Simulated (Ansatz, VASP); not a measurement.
## ZnSe in VASP and in Ansatz

INCAR

```
  PREC = Accurate
  ENCUT = 500
  EDIFF = 1E-6
  ISMEAR = 0
  SIGMA = 0.02
  LREAL = F
  LASPH = T
  NELM = 120
  ALGO = Normal
  ISIF = 2
  LWAVE = F
  LCHARG = F
  GGA = PE
  NBANDS = 16
  GGA_COMPAT = F
```

File KPOINTS:

```
Automatic mesh
0
Gamma
  8 8 8
```

Contents of POSCAR:

```
ZnSe
1.0
    0.0000000000      2.7463653848      2.7463653848
    2.7463653848      0.0000000000      2.7463653848
    2.7463653848      2.7463653848      0.0000000000
Zn Se
1 1
Direct
    0.0000000000      0.0000000000      0.0000000000
    0.2500000000      0.2500000000      0.2500000000
```

Input for Ansatz:

```yaml
crystal:
  lattice:
    - [0.0, 2.7463653848, 2.7463653848]
    - [2.7463653848, 0.0, 2.7463653848]
    - [2.7463653848, 2.7463653848, 0.0]
  atoms:
    - { symbol: Zn, position: [0.0, 0.0, 0.0] }
    - { symbol: Se, position: [0.25, 0.25, 0.25] }
basis:
  ecutwfc: 420
kpoints:
  mp_grid: { grid: [8, 8, 8] }
hamiltonian:
  xc: pbe
scf:
  occupations: { method: gaussian, width: 0.02 }
output:
  forces: true
  stress: true
  eigenvalues: true
```

Alike in both runs: task single point; functional PBE; k mesh 8 × 8 × 8; occupations gaussian, width 0.02 eV; no spin polarisation.

|  | VASP | Ansatz |
| --- | --- | --- |
| version | VASP 6.6.1 | Ansatz 0.2.0 |
| potentials or method | VASP PAW PBE potentials, release 64 (Zn, Se), cutoff 500 eV | scalar-relativistic, plane waves, PAW |
| valence electrons in the cell | 18 | 28 |

```csv
,VASP,Ansatz,Ansatz less VASP
gap on the k mesh at the Fermi level (eV),1.68,1.68,-0.006
least direct gap on the mesh (eV),1.68,1.68,-0.006
pressure (GPa),10.1,9.7,-0.34
```

VASP's potentials hold 18 valence electrons a cell and Ansatz's 28, so a difference there can come from the potentials and not from the codes.
